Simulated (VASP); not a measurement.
# La3In (P1) in VASP: single point with LDA

Aim: the single point of La3In with LDA.

All numbers are computed with VASP 6.6.1; they aren't measurements. Logs are shortened: lines on timing, memory, paths and dates and some standing lists are left out, and cuts for length are marked.

### Step 1. The cell of the first run

The typed cell holds 4 atoms: a = 4.913 Å, b = 4.914 Å, c = 4.894 Å, α = 90.00°, β = 90.00°, γ = 90.00°.

### Step 2. Single point, LDA

INCAR

```
SYSTEM = La3In
PREC = Accurate
ENCUT = 520
EDIFF = 1E-6
ISMEAR = -1
SIGMA = 0.0368
LREAL = .FALSE.
LASPH = .TRUE.
NELM = 100
ALGO = Normal
ISIF = 2
LWAVE = .FALSE.
LCHARG = .TRUE.
LELF = .TRUE.
LVHAR = .TRUE.
NBANDS = 31
```

KPOINTS

```
Automatic mesh
0
Gamma
  4 4 4
  0 0.5 0
```

POSCAR

```
La3In
1.0
    4.9132747306      0.0000336284      0.0000099828
    0.0000230129      4.9143503481     -0.0000320150
    0.0000115973     -0.0001268156      4.8935430728
La In
3 1
Direct
    0.9858906906      0.4791666917      0.5118579896
    0.4855343110      0.9794755924      0.5072769731
    0.4861714614      0.4797791503      1.0098598554
   -0.0140804630      0.9794705656      0.0102411820
```

Potentials or basis: VASP PAW LDA potentials, release 64 (La, In_d).

Command:

```bash
cat potpaw_LDA.64/La/POTCAR potpaw_LDA.64/In_d/POTCAR > POTCAR
mpirun -np 1 vasp_std > vasp.out
```

OUTCAR:

```text
SYSTEM = La3In
   PREC = Accurate
   ENCUT = 520
   EDIFF = 1E-6
   ISMEAR = -1
   LREAL = .FALSE.
   LASPH = .TRUE.
   NELM = 100
   ISIF = 2

 ion  position               nearest neighbor table
   1  0.986  0.479  0.512-   3 3.46   4 3.46   3 3.46   4 3.46   4 3.47   2 3.47   3 3.47   4 3.47
                             2 3.47   2 3.47   3 3.48   2 3.48
   2  0.486  0.979  0.507-   4 3.46   3 3.46   4 3.46   3 3.46   1 3.47   1 3.47   1 3.47   3 3.48
                             4 3.48   1 3.48   3 3.48   4 3.48
   3  0.486  0.480  0.010-   2 3.46   1 3.46   2 3.46   1 3.46   4 3.47   1 3.47   4 3.47   4 3.47
                             1 3.48   2 3.48   4 3.48   2 3.48
   4  0.986  0.979  0.010-   2 3.46   2 3.46   1 3.46   1 3.46   1 3.47   3 3.47   1 3.47   3 3.47
                             3 3.47   2 3.48   3 3.48   2 3.48

  LATTYP: Found a simple monoclinic cell.
 ALAT       =     4.8935430745
 B/A-ratio  =     1.0040321820
 C/A-ratio  =     1.4172463388
 COS(beta)  =    -0.7056166172

  Lattice vectors:

 A1 = (   0.0000115973,  -0.0001268156,   4.8935430728)
 A2 = (   4.9132747306,   0.0000336284,   0.0000099828)
 A3 = (   0.0000114156,   4.9144771637,  -4.8935750878)

Analysis of symmetry for initial positions (statically):
=====================================================================
 Subroutine PRICEL returns:
 Original cell was already a primitive cell.

 Routine SETGRP: Setting up the symmetry group for a
 simple monoclinic supercell.

 Subroutine GETGRP returns: Found  1 space group operations
 (whereof  1 operations were pure point group operations)
 out of a pool of  4 trial point group operations.

The static configuration has the point symmetry C_1 .

Analysis of symmetry for dynamics (positions and initial velocities):
=====================================================================
 Subroutine PRICEL returns:
 Original cell was already a primitive cell.

 Routine SETGRP: Setting up the symmetry group for a
 simple monoclinic supercell.

 Subroutine GETGRP returns: Found  1 space group operations
 (whereof  1 operations were pure point group operations)
 out of a pool of  4 trial point group operations.

The dynamic configuration has the point symmetry C_1 .

 Subroutine INISYM returns: Found  1 space group operations
 (whereof  1 operations are pure point group operations),
 and found     1 'primitive' translations

----------------------------------------------------------------------------------------

                                     Primitive cell

  volume of cell :     118.1573

  direct lattice vectors                    reciprocal lattice vectors
     4.913274731  0.000033628  0.000009983     0.203530243 -0.000000953 -0.000000482
     0.000023013  4.914350348 -0.000032015    -0.000001393  0.203485696  0.000005273
     0.000011597 -0.000126816  4.893543073    -0.000000415  0.000001331  0.204350914

  length of vectors
     4.913274731  4.914350348  4.893543074     0.203530243  0.203485696  0.204350914

  position of ions in fractional coordinates (direct lattice)
     0.985890691  0.479166692  0.511857990
     0.485534311  0.979475592  0.507276973
     0.486171461  0.479779150  0.009859855
     0.985919537  0.979470566  0.010241182

  ion indices of the primitive-cell ions
   primitive index   ion index
                 1           1
                 2           2
                 3           3
                 4           4

----------------------------------------------------------------------------------------

 KPOINTS: Automatic mesh

Automatic generation of k-mesh.
 Grid dimensions read from file:
 generate k-points for:    4    4    4

 Generating k-lattice:

  Cartesian coordinates                     Fractional coordinates (reciprocal lattice)
     0.050882561 -0.000000238 -0.000000121     0.250000000  0.000000000  0.000000000
    -0.000000348  0.050871424  0.000001318    -0.000000000  0.250000000  0.000000000
    -0.000000104  0.000000333  0.051087729     0.000000000  0.000000000  0.250000000

  Length of vectors
     0.050882561  0.050871424  0.051087729

  Shift w.r.t. Gamma in fractional coordinates (k-lattice)
     0.000000000  0.500000000  0.000000000

 Subroutine IBZKPT returns following result:
 ===========================================

 Found     32 irreducible k-points:

 Following reciprocal coordinates:
            Coordinates               Weight
 -0.000000  0.125000  0.000000      2.000000
  0.250000  0.125000 -0.000000      2.000000
  0.250000 -0.125000  0.000000      2.000000
  0.500000  0.125000  0.000000      2.000000
  0.000000  0.375000  0.000000      2.000000
  0.250000  0.375000  0.000000      2.000000
[... 16 lines left out ...]
  0.250000  0.125000 -0.250000      2.000000
  0.500000 -0.125000  0.250000      2.000000
 [... further k-points ...]
   k-points           NKPTS =     32   k-points in BZ     NKDIM =     32   number of bands    NBANDS=     31
   number of dos      NEDOS =    301   number of ions     NIONS =      4
   total plane-waves  NPLWV =  57600
   dimension x,y,z NGX =    40 NGY =   40 NGZ =   36
   dimension x,y,z NGXF=    80 NGYF=   80 NGZF=   72
   ions per type =               3   1
   NGX,Y,Z   is equivalent  to a cutoff of  13.53, 13.53, 12.23 a.u.
   NGXF,Y,Z  is equivalent  to a cutoff of  27.07, 27.06, 24.46 a.u.
 SYSTEM =  La3In
   PREC   = accura    normal or accurate (medium, high low for compatibility)
   ISTART =      0    job   : 0-new  1-cont  2-samecut
   ICHARG =      2    charge: 1-file 2-atom 10-const
   ISPIN  =      1    spin polarized calculation?
   LNONCOLLINEAR =      F non collinear calculations
   LSORBIT =      F    spin-orbit coupling
   LASPH  =      T    aspherical Exc in radial PAW
   ENCUT  =  520.0 eV  38.22 Ry    6.18 a.u.   9.14  9.14  9.10*2*pi/ulx,y,z
   NELM   =    100;   NELMIN=  2; NELMDL= -5     # of ELM steps
   EDIFF  = 0.1E-05   stopping-criterion for ELM
   LREAL  =      F    real-space projection
   EDIFFG = 0.1E-04   stopping-criterion for IOM
   NSW    =      0    number of steps for IOM
   IBRION =     -1    ionic relax: 0-MD 1-quasi-New 2-CG
   NFREE  =      0    steps in history (QN), initial steepest desc. (CG)
   ISIF   =      2    stress and relaxation
   ISYM   =      2    0-nonsym 1-usesym 2-fastsym
   POTIM  = 0.5000    time-step for ionic-motion
   TEBEG  =    0.0;   TEEND  =   0.0 temperature during run
   PSTRESS=    0.0 pullay stress
   NELECT =      46.0000    total number of electrons
   NUPDOWN=      -1.0000    fix difference up-down
   EMIN   =  10.00;   EMAX   =-10.00  energy-range for DOS
   EFERMI =   0.00;   METHOD = LEGACY
   ISMEAR =    -1;   SIGMA  =   0.04  broadening in eV -4-tet -1-fermi 0-gaus
   EFERMI_NEDOS =   21; number of points for ismear=-14 and -15
   IALGO  =     38    algorithm
   IMIX   =      4    mixing-type and parameters
     AMIX     =   0.40;   BMIX     =  1.00
     AMIX_MAG =   1.60;   BMIX_MAG =  1.00
  volume/ion in A,a.u.               =      29.54       199.34
  Fermi-wavevector in a.u.,A,eV,Ry     =   1.195383  2.258947 19.441932  1.428942
  Thomas-Fermi vector in A             =   2.331350
   LORBIT       =      0    0 simple, 1 ext, 2 COOP (PROOUT), +10 PAW based schemes
   GGA     = CA    functional components
   LHFCALC =     F    Hartree Fock is set to
   AEXX    =    0.0000 exact exchange contribution
   IVDW    =     0    specifies the selected vdW correction
   LEPSILON=     F    determine dielectric tensor
   LRPA    =     F    only Hartree local field effects (RPA)
 non-spin polarized calculation
  energy-cutoff  :      520.00
  volume of cell :      118.16
 maximum number of plane-waves:      3192
 NGX is ok and might be reduce to    40
   NGX = 19   NGY = 19   NGZ = 19

 number of electron      46.0000001 magnetization

 Free energy of the ion-electron system (eV)
  ---------------------------------------------------
  ext. energy  EPLUGINS =         0.00000000
  ---------------------------------------------------
  free energy    TOTEN  =       -21.31244874 eV

  energy without entropy =      -21.28673110  energy(sigma->0) =      -21.29958992

 E-fermi :   9.0024     XC(G=0): -10.5618

 val. band max:        8.9970478500   @ k =   0.5000   0.3750   0.0000
 cond. band min:       9.0083495520   @ k =   0.0000   0.3750   0.5000
 fundamental gap:      0.0113017020
 Fermi energy:         9.0024484495

 k-point     1 :      -0.0000    0.1250    0.0000
  band No.  band energies     occupation
      1     -23.6066      2.00000
      2     -23.1796      2.00000
      3     -23.1475      2.00000
      4      -8.0412      2.00000
      5      -8.0399      2.00000
      6      -8.0325      2.00000
[... 23 lines left out ...]
     30      10.8997      0.00000
     31      10.9416      0.00000

 k-point     2 :       0.2500    0.1250   -0.0000
  band No.  band energies     occupation
      1     -23.5518      2.00000
      2     -23.2168      2.00000
      3     -23.1672      2.00000
      4      -8.0348      2.00000
      5      -7.9204      2.00000
      6      -7.7546      2.00000
[... 23 lines left out ...]
     30      10.8066      0.00000
     31      10.9223      0.00000

 k-point     3 :       0.2500   -0.1250    0.0000
  band No.  band energies     occupation
      1     -23.5518      2.00000
      2     -23.2168      2.00000
      3     -23.1672      2.00000
      4      -8.0348      2.00000
      5      -7.9204      2.00000
      6      -7.7546      2.00000
[... 23 lines left out ...]
     30      10.8127      0.00000
     31      10.9088      0.00000

 k-point     4 :       0.5000    0.1250    0.0000
  band No.  band energies     occupation
      1     -23.4637      2.00000
      2     -23.3058      2.00000
      3     -23.1684      2.00000
      4      -7.8479      2.00000
      5      -7.7555      2.00000
      6      -7.5562      2.00000
[... 635 lines left out ...]
     30      10.6584      0.00000
     31      10.8072      0.00000

 k-point    23 :       0.2500    0.1250   -0.2500
  band No.  band energies     occupation
      1     -23.5019      2.00000
      2     -23.2273      2.00000
      3     -23.2065      2.00000
      4      -8.1565      2.00000
      5      -7.7162      2.00000
      6      -7.5820      2.00000
[... 23 lines left out ...]
     30      10.6585      0.00000
     31      10.8040      0.00000

 k-point    24 :       0.5000   -0.1250    0.2500
  band No.  band energies     occupation
      1     -23.4206      2.00000
      2     -23.3039      2.00000
      3     -23.2112      2.00000
      4      -8.0847      2.00000
      5      -7.7641      2.00000
      6      -7.4855      2.00000
[... 23 lines left out ...]
     30      10.8561      0.00000
     31      10.8665      0.00000

 [... further k-points ...]

------------------------ aborting loop because EDIFF is reached ----------------------------------------

  FORCE on cell =-STRESS in cart. coord.  units (eV):
  Direction    XX          YY          ZZ          XY          YZ          ZX
  --------------------------------------------------------------------------------------
  -------------------------------------------------------------------------------------
  Total       -0.0354020     -0.0230537      0.0103729     -0.0003177      0.0010826      0.0000701
  in kB       -0.4800410     -0.3126006      0.1406538     -0.0043083      0.0146795      0.0009499
  external PRESSURE =      -0.2173293 kB  Pullay stress =       0.0000000 kB

 VOLUME and BASIS-vectors are now :
 -----------------------------------------------------------------------------
  energy-cutoff  :      520.00
  volume of cell :      118.16
      direct lattice vectors                 reciprocal lattice vectors
     4.913274731  0.000033628  0.000009983     0.203530243 -0.000000953 -0.000000482
     0.000023013  4.914350348 -0.000032015    -0.000001393  0.203485696  0.000005273
     0.000011597 -0.000126816  4.893543073    -0.000000415  0.000001331  0.204350914

 POSITION                                       TOTAL-FORCE (eV/Angst)
 -----------------------------------------------------------------------------------
      4.84397      2.35476      2.50479        -0.000208      0.003460     -0.000049
      2.38559      4.81344      2.48236         0.000658     -0.000197      0.004483
      2.38871      2.35782      0.04824        -0.000247     -0.003307     -0.000727
      4.84412      4.81349      0.05009        -0.000203      0.000044     -0.003708
 -----------------------------------------------------------------------------------
    total drift:                                0.000244     -0.000114     -0.000362

  FREE ENERGIE OF THE ION-ELECTRON SYSTEM (eV)
  ---------------------------------------------------
  free  energy   TOTEN  =       -21.3124487446 eV

  energy  without entropy=      -21.2867311006  energy(sigma->0) =      -21.29958992
```

Wall time 67 s (1 thread of Intel Xeon 6975P-C (Granite Rapids), shared host); peak memory 0.26 GiB.

What came out:

| Item | Value |
| --- | --- |
| Free energy | -21.3124 eV |
| Pressure | 0.0 GPa |
| Largest force | 0.005 eV/Å |
| Band gap on the k mesh | zero (bands 23 and 24 overlap by 1.07 eV) |

Forces on the atoms (eV/Å):
```
La   0.000  0.003  0.000
La   0.001  0.000  0.004
La   0.000 -0.003 -0.001
In   0.000  0.000 -0.004
```

Levels at points of the mesh, in eV from the Fermi level:
```csv
k point,band 20,band 21,band 22,band 23,band 24,band 25,band 26,band 27
"(0.00, 0.12, 0.00)",-1.14,-0.96,-0.94,-0.94,-0.84,0.74,0.78,0.79
```

Caveat: spin-orbit coupling is left out, which moves the levels of the heavy elements.
